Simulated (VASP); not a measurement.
Wanted: the native input for a VASP 6.6.1 run.

```yaml
Task: single point
Functional: PBE
Potentials_or_basis: VASP PAW PBE potentials, release 64 (Lu, Sc_sv, N)
Cutoff: 520 eV
k_mesh: 3 × 3 × 4
Occupations: gaussian, width 0.1 eV
Spin: collinear spin
Starting_moments: "[0.0, 1.0, 1.0, 0.0, 0.0, 0.0] μB"
Dipole_correction: no
Further_INCAR_settings: ALGO = Normal; EDIFF = 1e-07; NBANDS = 44
```

The structure of LuSc2N3 lies in POSCAR:

```
LuSc2N3
1.0
    7.1855448252      0.0000000000      0.0000000000
   -3.5927724126      6.2228643586      0.0000000000
    0.0000000000      0.0000000000      3.8951184312
Lu Sc N
1 2 3
Direct
    0.0000000000      0.0000000000      0.5000000000
    0.3333333333      0.6666666667      0.5000000000
    0.6666666667      0.3333333333      0.5000000000
    0.3333333333      0.6666666667      0.0000000000
    0.6666666667      0.3333333333      0.0000000000
    0.0000000000      0.0000000000      0.0000000000
```

The cell was generated, and may not be a known phase.

The input as run:

INCAR

```
PREC = Accurate
ENCUT = 520
EDIFF = 1E-7
ISMEAR = 0
SIGMA = 0.1
LREAL = F
LASPH = T
NELM = 150
ALGO = Normal
ISIF = 2
LWAVE = F
LCHARG = F
ISPIN = 2
MAGMOM = 0 1 1 0 0 0
LORBIT = 11
LMAXMIX = 4
GGA = PE
NBANDS = 44
```

KPOINTS

```
regular mesh
0
Gamma
  3 3 4
```

Potentials or basis: VASP PAW PBE potentials, release 64 (Lu, Sc_sv, N).

Run with:

```console
$ cat potpaw_PBE.64/Lu/POTCAR potpaw_PBE.64/Sc_sv/POTCAR potpaw_PBE.64/N/POTCAR > POTCAR
$ mpirun -np 1 vasp_std > vasp.out
```

Results of the run:

* Pressure: 0.7 GPa
* Net moment: 0.28 μB per cell
* Site moments: Lu -0.00; Sc +0.01; N +0.11, -0.00 (each value once) μB
* Valence electrons inside the program's atomic spheres: Lu 23.67; Sc 9.56; N 3.62, 3.69 (each value once)

Caveat: the k points lie up to 0.40 Å⁻¹ apart; a moment this small can come from the mesh or the smearing.

Run time: 2 min on 1 thread of AMD EPYC 9R45 96-Core Processor (Zen 5) (shared host), peak memory 0.38 GiB.
